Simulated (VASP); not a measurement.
Wanted: the native input for a VASP 6.6.1 run.

```yaml
Task: single point
Functional: PBE
Potentials_or_basis: VASP PAW PBE potentials, release 64 (Hg, S)
Cutoff: 520 eV
k_mesh: 6 × 6 × 6
Occupations: gaussian, width 0.1 eV
Spin: no spin polarisation
Dipole_correction: no
Further_INCAR_settings: ALGO = Normal; EDIFF = 1e-06; NBANDS = 19
```

The structure of HgS2 lies in POSCAR:

```
HgS2
1.0
   -1.9258600595      1.9258600595      4.7854131482
    1.9258600595     -1.9258600595      4.7854131482
    1.9258600595      1.9258600595     -4.7854131482
Hg S
1 2
Direct
    0.0000000000      0.0000000000      0.0000000000
    0.6115560724      0.6115560724      0.0000000000
    0.3884439276      0.3884439276      0.0000000000
```

These files were run (other wordings do the same):

INCAR

```
PREC = Accurate
ENCUT = 520
EDIFF = 1E-6
ISMEAR = 0
SIGMA = 0.1
LREAL = F
LASPH = T
NELM = 100
ALGO = Normal
ISIF = 2
LWAVE = F
LCHARG = F
GGA = PE
NBANDS = 19
```

KPOINTS

```
Automatic mesh
0
Gamma
  6 6 6
```

Potentials or basis: VASP PAW PBE potentials, release 64 (Hg, S).

Run with:

```sh
$ cat potpaw_PBE.64/Hg/POTCAR potpaw_PBE.64/S/POTCAR > POTCAR
$ mpirun -np 1 vasp_std > vasp.out
```

Results of the run:

```yaml
Pressure: -0.1 GPa
Largest_force: 0.107 eV/Å
Band_gap_on_the_k_mesh: zero (band 12 reaches 3.18 eV, above the bottom of band 13 at 2.24 eV)
```

Caveat: the k points lie up to 0.38 Å⁻¹ apart; spin-orbit coupling is left out, which moves the levels of the heavy elements.

Run time: 57 s on 1 thread of Intel(R) Xeon(R) Platinum 8488C (Sapphire Rapids) (shared host), peak memory 0.26 GiB.
